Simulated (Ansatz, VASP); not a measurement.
One calculation of Zn3S, two programs

```
Zn S
1.0
     3.93885    0.00000    0.00000
     0.00000    3.93885    0.00000
     0.00000    0.00000    3.89837
Zn S
3 1
Cartesian
  0.0000 1.9694 1.9492
  1.9694 0.0000 1.9492
  1.9694 1.9694 0.0000
  0.0000 0.0000 0.0000
```

Alike in both runs: task single point; functional PBE; k mesh 6 × 6 × 6; occupations gaussian, width 0.1 eV; no spin polarisation.

|  | VASP | Ansatz |
| --- | --- | --- |
| version | VASP 6.6.1 | Ansatz 0.2.0 |
| potentials or method | VASP PAW PBE potentials, release 64 (Zn, S), cutoff 520 eV | scalar-relativistic, plane waves, PAW |
| valence electrons in the cell | 42 | 42 |

VASP gave:

```
gap on the k mesh at the Fermi level (eV)                     : none
pressure (GPa)                                                : 7.4
traceless stress, the component that is largest in VASP (GPa) : -0.09
```

What did Ansatz give for the same quantities?

gap on the k mesh at the Fermi level (eV): none; pressure (GPa): 7.2; traceless stress, the component that is largest in VASP (GPa): -0.08.

A gap of «none» marks a metal or a gap that the smearing closes.
